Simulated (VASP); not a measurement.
# Al12Cl in VASP: further runs

The runs below take Al12Cl through single point, relaxation of the atoms, with PBE.

Program: VASP 6.6.1. These are calculated values, not measurements. Logs are shortened: lines on timing, memory, paths and dates and some standing lists are left out, and cuts for length are marked.

## 1. The cell of the first run

The cell holds a slab with vacuum, 13 atoms: a = 5.714 Å, b = 5.714 Å, c = 19.675 Å, α = 90.00°, β = 90.00°, γ = 90.00°.

## 2. Single point, PBE

INCAR reads:

```
SYSTEM = Al12Cl
ALGO = Normal
DIPOL = 0.5 0.5 0.325
EDIFF = 1E-6
ENCUT = 520
GGA = PE
IDIPOL = 3
ISIF = 2
ISMEAR = 0
LASPH = .True.
LCHARG = .True.
LDIPOL = .True.
LELF = .True.
LREAL = .False.
LVACPOTAV = .True.
LVHAR = .True.
LWAVE = .False.
NBANDS = 34
NELM = 60
PREC = Accurate
SIGMA = 0.1
```

KPOINTS reads:

```
k-points
0
Gamma
  5 5 1
  0 0 0
```

POSCAR reads:

```
Al12Cl
1.0
    5.7135165837      0.0000000000      0.0000000000
    0.0000000000      5.7135165837      0.0000000000
    0.0000000000      0.0000000000     19.6746954317
Al Cl
12 1
Direct
    0.2500000000      0.2500000000      0.2033068321
    0.2500000000      0.7500000000      0.2033068321
    0.7500000000      0.2500000000      0.2033068321
    0.7500000000      0.7500000000      0.2033068321
    0.0000000000      0.0000000000      0.3092728609
    0.0000000000      0.5000000000      0.3092728609
    0.5000000000      0.0000000000      0.3092728609
    0.5000000000      0.5000000000      0.3092728609
    0.2500000000      0.2500000000      0.4154928578
    0.2500000000      0.7500000000      0.4154928578
    0.7500000000      0.2500000000      0.4154928578
    0.7500000000      0.7500000000      0.4154928578
    0.2500000000      0.4166666667      0.5190822349
```

Potentials or basis: VASP PAW PBE potentials, release 64 (Al, Cl).

Run with:

```sh
cat potpaw_PBE.64/Al/POTCAR potpaw_PBE.64/Cl/POTCAR > POTCAR
mpirun -np 1 vasp_std > vasp.out
```

OUTCAR:

```text
SYSTEM = Al12Cl
   EDIFF = 1E-6
   ENCUT = 520
   GGA = PE
   ISIF = 2
   ISMEAR = 0
   LASPH = .True.
   LREAL = .False.
   NELM = 60
   PREC = Accurate

 ion  position               nearest neighbor table
   1  0.250  0.250  0.203-   2 2.86   3 2.86   2 2.86   3 2.86   7 2.90   8 2.90   5 2.90   6 2.90

   2  0.250  0.750  0.203-   1 2.86   4 2.86   1 2.86   4 2.86   7 2.90   8 2.90   5 2.90   6 2.90

   3  0.750  0.250  0.203-   1 2.86   4 2.86   4 2.86   1 2.86   7 2.90   8 2.90   5 2.90   6 2.90

   4  0.750  0.750  0.203-   2 2.86   3 2.86   3 2.86   2 2.86   7 2.90   8 2.90   5 2.90   6 2.90

   5  0.000  0.000  0.309-   6 2.86   7 2.86   6 2.86   7 2.86   1 2.90   2 2.90   3 2.90   4 2.90
                            11 2.91  12 2.91   9 2.91  10 2.91
   6  0.000  0.500  0.309-   5 2.86   8 2.86   5 2.86   8 2.86   1 2.90   2 2.90   3 2.90   4 2.90
                            11 2.91  12 2.91   9 2.91  10 2.91
   7  0.500  0.000  0.309-   5 2.86   8 2.86   8 2.86   5 2.86   1 2.90   2 2.90   3 2.90   4 2.90
                            11 2.91  12 2.91   9 2.91  10 2.91
   8  0.500  0.500  0.309-   6 2.86   7 2.86   7 2.86   6 2.86   1 2.90   2 2.90   3 2.90   4 2.90
                            11 2.91  12 2.91   9 2.91  10 2.91
   9  0.250  0.250  0.415-  13 2.25  11 2.86  10 2.86  10 2.86  11 2.86   6 2.91   7 2.91   8 2.91
                             5 2.91
  10  0.250  0.750  0.415-  13 2.79  12 2.86   9 2.86   9 2.86  12 2.86   6 2.91   7 2.91   8 2.91
                             5 2.91
  11  0.750  0.250  0.415-   9 2.86  12 2.86  12 2.86   9 2.86   5 2.91   6 2.91   7 2.91   8 2.91

  12  0.750  0.750  0.415-  10 2.86  11 2.86  11 2.86  10 2.86   5 2.91   6 2.91   7 2.91   8 2.91

  13  0.250  0.417  0.519-   9 2.25  10 2.79

  LATTYP: Found a simple tetragonal cell.
 ALAT       =     5.7135165837
 C/A-ratio  =     3.4435351930

  Lattice vectors:

 A1 = (   5.7135165837,   0.0000000000,   0.0000000000)
 A2 = (   0.0000000000,   5.7135165837,   0.0000000000)
 A3 = (   0.0000000000,   0.0000000000,  19.6746954317)

Analysis of symmetry for initial positions (statically):
=====================================================================
 Subroutine PRICEL returns:
 Original cell was already a primitive cell.

 Routine SETGRP: Setting up the symmetry group for a
 simple tetragonal supercell.

 Subroutine GETGRP returns: Found  2 space group operations
 (whereof  1 operations were pure point group operations)
 out of a pool of 16 trial point group operations.

The static configuration has the point symmetry C_1 .
 The point group associated with its full space group is C_1h.

Analysis of symmetry for dynamics (positions and initial velocities):
=====================================================================
 Subroutine PRICEL returns:
 Original cell was already a primitive cell.

 Routine SETGRP: Setting up the symmetry group for a
 simple tetragonal supercell.

 Subroutine GETGRP returns: Found  2 space group operations
 (whereof  1 operations were pure point group operations)
 out of a pool of 16 trial point group operations.

The dynamic configuration has the point symmetry C_1 .
 The point group associated with its full space group is C_1h.

 Subroutine INISYM returns: Found  2 space group operations
 (whereof  1 operations are pure point group operations),
 and found     1 'primitive' translations

----------------------------------------------------------------------------------------

                                     Primitive cell

  volume of cell :     642.2661

  direct lattice vectors                    reciprocal lattice vectors
     5.713516584  0.000000000  0.000000000     0.175023558  0.000000000  0.000000000
     0.000000000  5.713516584  0.000000000     0.000000000  0.175023558  0.000000000
     0.000000000  0.000000000 19.674695432     0.000000000  0.000000000  0.050826708

  length of vectors
     5.713516584  5.713516584 19.674695432     0.175023558  0.175023558  0.050826708

[... 50 lines left out ...]

 dipolmoment           0.000000      0.000000      0.091694 electrons x Angstroem

 Free energy of the ion-electron system (eV)
  ---------------------------------------------------
  ext. energy  EPLUGINS =         0.00000000
  ---------------------------------------------------
  free energy    TOTEN  =       -44.89918792 eV

  energy without entropy =      -44.88173600  energy(sigma->0) =      -44.89046196

 E-fermi :  -0.4323     XC(G=0):  -4.4635

 val. band max:       -0.4401351837   @ k =   0.0000   0.0000   0.0000
 cond. band min:      -0.4157129820   @ k =   0.0000   0.0000   0.0000
 fundamental gap:      0.0244222017
 Fermi energy:        -0.4322656705

 k-point     1 :       0.0000    0.0000    0.0000
  band No.  band energies     occupation
      1     -16.2689      2.00000
      2     -10.5164      2.00000
      3      -8.4513      2.00000
      4      -6.3387      2.00000
      5      -6.1792      2.00000
      6      -6.0579      2.00000
[... 25 lines left out ...]
     32       2.4959      0.00000
     33       2.5903      0.00000

 k-point     2 :       0.2000    0.0000    0.0000
  band No.  band energies     occupation
      1     -16.2677      2.00000
      2     -10.3375      2.00000
      3      -8.2828      2.00000
      4      -7.6821      2.00000
      5      -6.1764      2.00000
      6      -5.9736      2.00000
[... 25 lines left out ...]
     32       2.3609      0.00000
     33       2.5757      0.00000
[... 214 lines left out ...]
     32       2.7943      0.00000
     33       3.1783      0.00000

 k-point     9 :       0.4000    0.4000    0.0000
  band No.  band energies     occupation
      1     -16.2621      2.00000
      2      -9.0929      2.00000
      3      -8.2150      2.00000
      4      -8.2083      2.00000
      5      -7.3431      2.00000
      6      -7.1267      2.00000
[... 25 lines left out ...]
     32       2.5710      0.00000
     33       2.6128      0.00000
 [bands above 33 left out]

------------------------ aborting loop because EDIFF is reached ----------------------------------------

  FORCE on cell =-STRESS in cart. coord.  units (eV):
  Direction    XX          YY          ZZ          XY          YZ          ZX
  --------------------------------------------------------------------------------------
  -------------------------------------------------------------------------------------
  Total       -6.4963026     -6.4511644     -1.0735984      0.0000000     -0.0044741      0.0000000
  in kB      -16.2054772    -16.0928769     -2.6781657      0.0000000     -0.0111609      0.0000000
  external PRESSURE =     -11.6588399 kB  Pullay stress =       0.0000000 kB

 VOLUME and BASIS-vectors are now :
 -----------------------------------------------------------------------------
  energy-cutoff  :      520.00
  volume of cell :      642.27
      direct lattice vectors                 reciprocal lattice vectors
     5.713516584  0.000000000  0.000000000     0.175023558  0.000000000  0.000000000
     0.000000000  5.713516584  0.000000000     0.000000000  0.175023558  0.000000000
     0.000000000  0.000000000 19.674695432     0.000000000  0.000000000  0.050826708

 POSITION                                       TOTAL-FORCE (eV/Angst)
 -----------------------------------------------------------------------------------
      1.42838      1.42838      4.00000         0.000000      0.061720      0.116475
      1.42838      4.28514      4.00000         0.000000     -0.085635      0.085867
      4.28514      1.42838      4.00000         0.000000     -0.048083      0.051714
      4.28514      4.28514      4.00000         0.000000      0.036890     -0.102137
      0.00000      0.00000      6.08485        -0.088926      0.031048     -0.029484
      0.00000      2.85676      6.08485         0.068710      0.017862      0.132262
      2.85676      0.00000      6.08485         0.088926      0.031048     -0.029484
      2.85676      2.85676      6.08485        -0.068710      0.017862      0.132262
      1.42838      1.42838      8.17470         0.000000     -0.345209     -0.072470
      1.42838      4.28514      8.17470         0.000000      0.264739     -0.004414
      4.28514      1.42838      8.17470         0.000000     -0.169655     -0.246218
      4.28514      4.28514      8.17470         0.000000      0.161210     -0.040073
      1.42838      2.38063     10.21278         0.000000      0.026203      0.005700
 -----------------------------------------------------------------------------------
    total drift:                               -0.000000     -0.000019     -0.000185

  FREE ENERGIE OF THE ION-ELECTRON SYSTEM (eV)
  ---------------------------------------------------
  free  energy   TOTEN  =       -44.8991879209 eV

  energy  without entropy=      -44.8817360041  energy(sigma->0) =      -44.89046196

 vacuum level on the upper side and lower side of the slab         4.528         4.020
```

Run time: 4 min. Hardware: 1 thread of Intel Xeon 6975P-C (Granite Rapids), shared host; peak memory 0.63 GiB.

What came out:

```yaml
Free_energy: -44.8992 eV
Largest_force: 0.353 eV/Å
Band_gap_on_the_k_mesh: zero (an odd number of electrons rules out a gap without spin polarisation)
```

Forces on the atoms (eV/Å):
```
Al   0.000  0.062  0.116
Al   0.000 -0.086  0.086
Al   0.000 -0.048  0.052
Al   0.000  0.037 -0.102
Al  -0.089  0.031 -0.029
Al   0.069  0.018  0.132
Al   0.089  0.031 -0.029
Al  -0.069  0.018  0.132
Al   0.000 -0.345 -0.072
Al   0.000  0.265 -0.004
Al   0.000 -0.170 -0.246
Al   0.000  0.161 -0.040
Cl   0.000  0.026  0.006
```

Caveat: an odd number of electrons without spin polarisation forces a metal; a magnetic or distorted state may lie lower.

## 3. Single point, PBE

INCAR reads:

```
SYSTEM = Al12Cl
PREC = Accurate ; ENCUT = 520
EDIFF = 1E-7 ; ISMEAR = 0
SIGMA = 0.1 ; LREAL = .FALSE.
LASPH = .TRUE. ; NELM = 100
ALGO = Normal ; ISIF = 2
LWAVE = .FALSE. ; LCHARG = .FALSE.
LDIPOL = .TRUE. ; IDIPOL = 3
DIPOL = 0.5 0.5 0.326 ; GGA = PE
NBANDS = 34
```

KPOINTS reads:

```
Automatic mesh
0
G
  5 5 1
  0 0 0
```

Changes to POSCAR since step 2:

```diff
@@ -20,2 +20,2 @@
     0.7500000000      0.7500000000      0.4154928578
-    0.2500000000      0.4166666667      0.5190822349
+    0.2500000000      0.3333333333      0.5246182354
```

Potentials or basis: VASP PAW PBE potentials, release 64 (Al, Cl).

Run with:

```sh
cat potpaw_PBE.64/Al/POTCAR potpaw_PBE.64/Cl/POTCAR > POTCAR
mpirun -np 1 vasp_std > vasp.out
```

Wall time 4.1 min (1 thread of Intel Xeon 6975P-C (Granite Rapids), shared host); peak memory 0.62 GiB.

The run converged. Its results:

- Free energy: -44.9017 eV
- Largest force: 0.249 eV/Å
- Band gap on the k mesh: zero (an odd number of electrons rules out a gap without spin polarisation)

Forces on the atoms (eV/Å):
```
Al   0.000  0.023  0.143
Al   0.000 -0.047  0.079
Al   0.000 -0.019  0.070
Al   0.000  0.007 -0.151
Al  -0.042  0.014  0.023
Al   0.029  0.017  0.106
Al   0.042  0.014  0.023
Al  -0.029  0.017  0.106
Al   0.000 -0.192 -0.028
Al   0.000  0.193 -0.157
Al   0.000 -0.081 -0.227
Al   0.000  0.075  0.028
Cl   0.000 -0.022 -0.015
```

Levels at points of the mesh, in eV from the Fermi level:
| k point | band 18 | band 19 | band 20 | band 21 | band 22 | band 23 | band 24 | band 25 | band 26 | band 27 |
| --- | --- | --- | --- | --- | --- | --- | --- | --- | --- | --- |
| (0.00, 0.00, 0.00) | -1.48 | -0.78 | -0.69 | -0.35 | -0.13 | 0.03 | 0.03 | 0.23 | 0.32 | 1.57 |

Caveat: an odd number of electrons without spin polarisation forces a metal; a magnetic or distorted state may lie lower.

## 4. Single point, PBE

INCAR reads:

```
SYSTEM = Al12Cl
  ALGO = Normal
  DIPOL = 0.5 0.5 0.325
  EDIFF = 1E-6
  ENCUT = 520
  GGA = PE
  IDIPOL = 3
  ISIF = 2
  ISMEAR = 0
  LASPH = .True.
  LCHARG = .True.
  LDIPOL = .True.
  LELF = .True.
  LREAL = .False.
  LVACPOTAV = .True.
  LVHAR = .True.
  LWAVE = .False.
  NBANDS = 34
  NELM = 60
  PREC = Accurate
  SIGMA = 0.1
```

KPOINTS reads:

```
k-points
0
Gamma
  5 5 1
  0 0 0
```

Changes to POSCAR since step 3:

```diff
@@ -20,2 +20,2 @@
     0.7500000000      0.7500000000      0.4154928578
-    0.2500000000      0.3333333333      0.5246182354
+    0.4166666667      0.5000000000      0.5146018742
```

Run with:

```sh
cat potpaw_PBE.64/Al/POTCAR potpaw_PBE.64/Cl/POTCAR > POTCAR
mpirun -np 1 vasp_std > vasp.out
```

Wall time 4 min (1 thread of Intel Xeon 6975P-C (Granite Rapids), shared host); peak memory 0.6 GiB.

It converged, with:

* Free energy: -44.5893 eV
* Largest force: 0.498 eV/Å
* Band gap on the k mesh: zero (an odd number of electrons rules out a gap without spin polarisation)

Forces on the atoms (eV/Å):
```
Al  -0.003  0.068  0.054
Al  -0.003 -0.068  0.054
Al  -0.014 -0.038 -0.017
Al  -0.014  0.038 -0.017
Al  -0.081  0.000 -0.123
Al   0.109  0.000  0.033
Al   0.051  0.000 -0.007
Al  -0.009  0.000  0.181
Al  -0.117 -0.240  0.080
Al  -0.117  0.240  0.080
Al   0.348 -0.265 -0.153
Al   0.348  0.265 -0.153
Cl  -0.498  0.000 -0.014
```

Levels at points of the mesh, in eV from the Fermi level:
```
           k point  band 20  band 21  band 22  band 23  band 24  band 25
(0.00, 0.00, 0.00)    -0.53    -0.49    -0.38    -0.08     0.02     0.07
```

Caveat: an odd number of electrons without spin polarisation forces a metal; a magnetic or distorted state may lie lower.

## 5. Relaxation of the atoms, PBE

INCAR reads:

```
  PREC = Accurate
  ENCUT = 520
  EDIFF = 1E-6
  ISMEAR = 0
  SIGMA = 0.1
  LREAL = F
  LASPH = T
  NELM = 100
  ALGO = Fast
  ISIF = 2
  LWAVE = F
  LCHARG = F
  LDIPOL = T
  IDIPOL = 3
  DIPOL = 0.5 0.5 0.325
  GGA = PE
  IBRION = 2
  NSW = 36
  EDIFFG = -0.025
```

KPOINTS reads:

```
Automatic mesh
0
Gamma
  5 5 1
```

POSCAR reads:

```
Al12Cl
1.0
    5.7135165837      0.0000000000      0.0000000000
    0.0000000000      5.7135165837      0.0000000000
    0.0000000000      0.0000000000     19.6746954317
Al Cl
12 1
Selective dynamics
Direct
    0.2500000000      0.2500000000      0.2033068321  F F F
    0.2500000000      0.7500000000      0.2033068321  F F F
    0.7500000000      0.2500000000      0.2033068321  F F F
    0.7500000000      0.7500000000      0.2033068321  F F F
    0.0000000000      0.0000000000      0.3092728609  F F F
    0.0000000000      0.5000000000      0.3092728609  F F F
    0.5000000000      0.0000000000      0.3092728609  F F F
    0.5000000000      0.5000000000      0.3092728609  F F F
    0.2500000000      0.2500000000      0.4154928578  F F F
    0.2500000000      0.7500000000      0.4154928578  F F F
    0.7500000000      0.2500000000      0.4154928578  F F F
    0.7500000000      0.7500000000      0.4154928578  F F F
    0.2500000000      0.4166666667      0.5154970958  F F T
```

Run with:

```sh
cat potpaw_PBE.64/Al/POTCAR potpaw_PBE.64/Cl/POTCAR > POTCAR
mpirun -np 1 vasp_std > vasp.out
```

It took 20 min on 1 thread of Oxide Virtual Turin-like, shared host; peak memory 0.65 GiB.

The run converged. Its results:

- Free energy: -44.8992 eV
- Energy gained by relaxing: 1.6 meV/atom
- Ionic steps: 3
- Band gap on the k mesh: zero (an odd number of electrons rules out a gap without spin polarisation)

Step by step:
| step | energy change (eV) | largest force on free atoms (eV/Å) | pressure (GPa) |
| --- | --- | --- | --- |
| 1 | 0.0000 | 0.6202 | -1.03 |
| 2 | -0.0143 | 0.3409 | -1.09 |
| 3 | -0.0212 | 0.0001 | -1.17 |

Final structure:
```
Al Cl
1.0
     5.71352    0.00000    0.00000
     0.00000    5.71352    0.00000
     0.00000    0.00000   19.67470
Al Cl
12 1
Direct
  0.25000 0.25000 0.20331
  0.25000 0.75000 0.20331
  0.75000 0.25000 0.20331
  0.75000 0.75000 0.20331
  0.00000 0.00000 0.30927
  0.00000 0.50000 0.30927
  0.50000 0.00000 0.30927
  0.50000 0.50000 0.30927
  0.25000 0.25000 0.41549
  0.25000 0.75000 0.41549
  0.75000 0.25000 0.41549
  0.75000 0.75000 0.41549
  0.25000 0.41667 0.51911
```

Levels at points of the mesh, in eV from the Fermi level:
```
           k point  band 20  band 21  band 22  band 23  band 24  band 25
(0.00, 0.00, 0.00)    -0.68    -0.36    -0.30    -0.01     0.02     0.20
```

Caveat: an odd number of electrons without spin polarisation forces a metal; a magnetic or distorted state may lie lower.

## 6. Relaxation of the atoms, PBE

INCAR reads:

```
  ALGO = Fast
  DIPOL = 0.5 0.5 0.324
  EDIFF = 1E-6
  EDIFFG = -0.025
  ENCUT = 520
  GGA = PE
  IBRION = 2
  IDIPOL = 3
  ISIF = 2
  ISMEAR = 0
  LASPH = True
  LCHARG = False
  LDIPOL = True
  LREAL = False
  LWAVE = False
  NELM = 80
  NSW = 36
  PREC = Accurate
  SIGMA = 0.1
```

KPOINTS reads:

```
k-points
0
Gamma
  5 5 1
```

Changes to POSCAR since step 5:

```diff
@@ -21,2 +21,2 @@
     0.7500000000      0.7500000000      0.4154928578  F F F
-    0.2500000000      0.4166666667      0.5154970958  F F T
+    0.4166666667      0.5000000000      0.4982714856  F F T
```

Potentials or basis: VASP PAW PBE potentials, release 64 (Al, Cl).

Run with:

```sh
cat potpaw_PBE.64/Al/POTCAR potpaw_PBE.64/Cl/POTCAR > POTCAR
mpirun -np 1 vasp_std > vasp.out
```

It took 23 min on 1 thread of Oxide Virtual Turin-like, shared host; peak memory 0.64 GiB.

The run converged. Its results:

* Free energy: -44.5893 eV
* Energy gained by relaxing: 19.3 meV/atom
* Ionic steps: 4
* Band gap on the k mesh: zero (an odd number of electrons rules out a gap without spin polarisation)

The path:
```
step  energy change (eV)  largest force on free atoms (eV/Å)  pressure (GPa)
   1              0.0000                              1.7098           -0.74
   2             -0.1190                              1.1878           -0.89
   3             -0.2501                              0.0537           -1.24
   4             -0.2504                              0.0082           -1.23
```

Final structure:
```xyz
13
Lattice="5.7135 0.0000 0.0000 0.0000 5.7135 0.0000 0.0000 0.0000 19.6747" Properties=species:S:1:pos:R:3 pbc="T T T"
Al    1.4284    1.4284    4.0000
Al    1.4284    4.2851    4.0000
Al    4.2851    1.4284    4.0000
Al    4.2851    4.2851    4.0000
Al    0.0000    0.0000    6.0848
Al    0.0000    2.8568    6.0848
Al    2.8568    0.0000    6.0848
Al    2.8568    2.8568    6.0848
Al    1.4284    1.4284    8.1747
Al    1.4284    4.2851    8.1747
Al    4.2851    1.4284    8.1747
Al    4.2851    4.2851    8.1747
Cl    2.3806    2.8568   10.1226
```

Levels at points of the mesh, in eV from the Fermi level:
```
           k point  band 20  band 21  band 22  band 23  band 24  band 25
(0.00, 0.00, 0.00)    -0.53    -0.49    -0.38    -0.08     0.02     0.07
```

Caveat: an odd number of electrons without spin polarisation forces a metal; a magnetic or distorted state may lie lower.

## 7. Overview

| task | cell | gap on the mesh (eV) | largest force (eV/Å) |
| --- | --- | --- | --- |
| single point | as given, atomic positions A | none | 0.35 |
| single point | as given, atomic positions B | none | 0.25 |
| single point | as given, atomic positions C | none | 0.50 |
| relaxation of the atoms | atoms relaxed, atomic positions D | none | - |
| relaxation of the atoms | atoms relaxed, atomic positions E | none | - |

Alike in all rows: level PBE; potentials or basis VASP PAW PBE potentials, release 64 (Al, Cl); no spin polarisation; k mesh 5 × 5 × 1; cutoff (eV) 520; smearing gaussian 0.1 eV.

Caveats: an odd number of electrons without spin polarisation forces a metal; a magnetic or distorted state may lie lower.

Absolute energies hang on the potentials; compare differences alone.
